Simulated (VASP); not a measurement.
Runs of VASP 6.6.1 on BN (l). The structure is that of space group F-43m (No. 216), or close to it. The cells are those of the table. 

| task | cell | k mesh | smearing | gap on the mesh (eV) | pressure (GPa) | relaxed volume (Å³/atom) |
| --- | --- | --- | --- | --- | --- | --- |
| single point | a = 2.532 Å, angles 60.0°, 2 atoms | 12 × 12 × 12 | gaussian 0.02 eV | 4.38 | 0.8 | - |
| single point | a = 2.532 Å, angles 60.0°, 2 atoms | 10 × 10 × 10 | gaussian 0.1 eV | 4.38 | 0.6 | - |
| relaxation of cell and atoms | relaxed from a = 2.532 Å, angles 60.0°, 2 atoms | 12 × 12 × 12 | gaussian 0.02 eV | 4.38 | 0.0 | 5.75 |
| relaxation of cell and atoms | relaxed from a = 2.556 Å, angles 60.0°, 2 atoms | 10 × 10 × 10 | gaussian 0.1 eV | 4.38 | -0.1 | 5.75 |
| single point | a = 2.556 Å, angles 60.0°, 2 atoms | 8 × 8 × 8 | gaussian 0.1 eV | 4.34 | (a) | - |

Alike in all rows: level LDA; potentials or basis VASP PAW LDA potentials, release 64 (B, N); no spin polarisation; cutoff (eV) 600.

**Question.** Estimate the missing entries.

**Answer.** (a) -10.3.

A k mesh can miss the band edges.
